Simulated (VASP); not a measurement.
Write the native input for VASP 6.6.1 that does the following.

- Task: single point
- Functional: r2SCAN
- Potentials or basis: VASP PAW PBE potentials, release 64 (Be, Te)
- Cutoff: 660 eV
- k mesh: 8 × 8 × 8
- Occupations: gaussian, width 0.02 eV
- Spin: no spin polarisation
- Dipole correction: no
- Further INCAR settings: ALGO = Normal; EDIFF = 1e-06; NBANDS = 11

The system is BeTe (rs.b).

```
Be Te
1.0
     0.00000    2.82877    2.82877
     2.82877    0.00000    2.82877
     2.82877    2.82877    0.00000
Be Te
1 1
Direct
  0.00000 0.00000 0.00000
  0.25000 0.25000 0.25000
```

The input as run:

POSCAR

```
BeTe
1.0
    0.0000000000      2.8287694914      2.8287694914
    2.8287694914      0.0000000000      2.8287694914
    2.8287694914      2.8287694914      0.0000000000
Be Te
1 1
Direct
    0.0000000000      0.0000000000      0.0000000000
    0.2500000000      0.2500000000      0.2500000000
```

INCAR.step1

```
SYSTEM = BeTe
PREC = Accurate ; ENCUT = 660
ISMEAR = 0 ; SIGMA = 0.02
LREAL = .False. ; LASPH = .True.
NELM = 120 ; NBANDS = 11
GGA = PE ; ALGO = Normal
EDIFF = 1E-5 ; LWAVE = .True.
LCHARG = .False. ; GGA_COMPAT = .False.
```

INCAR.step2

```
SYSTEM = BeTe
PREC = Accurate ; ENCUT = 660
EDIFF = 1E-6 ; ISMEAR = 0
SIGMA = 0.02 ; LREAL = .False.
LASPH = .True. ; NELM = 120
ALGO = Normal ; ISIF = 2
LWAVE = .False. ; LCHARG = .True.
METAGGA = R2SCAN ; LMIXTAU = .True.
LELF = .True. ; LVHAR = .True.
NBANDS = 11 ; ISTART = 1
GGA_COMPAT = .False.
```

KPOINTS

```
regular mesh
0
Gamma
  8 8 8
  0 0 0
```

Potentials or basis: VASP PAW PBE potentials, release 64 (Be, Te).

Launch:

```console
$ cat potpaw_PBE.64/Be/POTCAR potpaw_PBE.64/Te/POTCAR > POTCAR
$ cp INCAR.step1 INCAR
$ mpirun -np 1 vasp_std > vasp.out
$ cp INCAR.step2 INCAR
$ mpirun -np 1 vasp_std > vasp.out
```

It gave:

```json
{
  "Pressure": "0.2 GPa",
  "Band gap on the k mesh": "2.37 eV, indirect (least direct gap 4.03 eV)"
}
```

Caveat: the PAW data sets were made with another functional, which shifts forces and pressure a little; spin-orbit coupling is left out, which moves the levels of the heavy elements.

Wall time 28 s on 1 thread of Intel(R) Xeon(R) 6975P-C (Granite Rapids), on a shared host, peak memory 0.22 GiB.
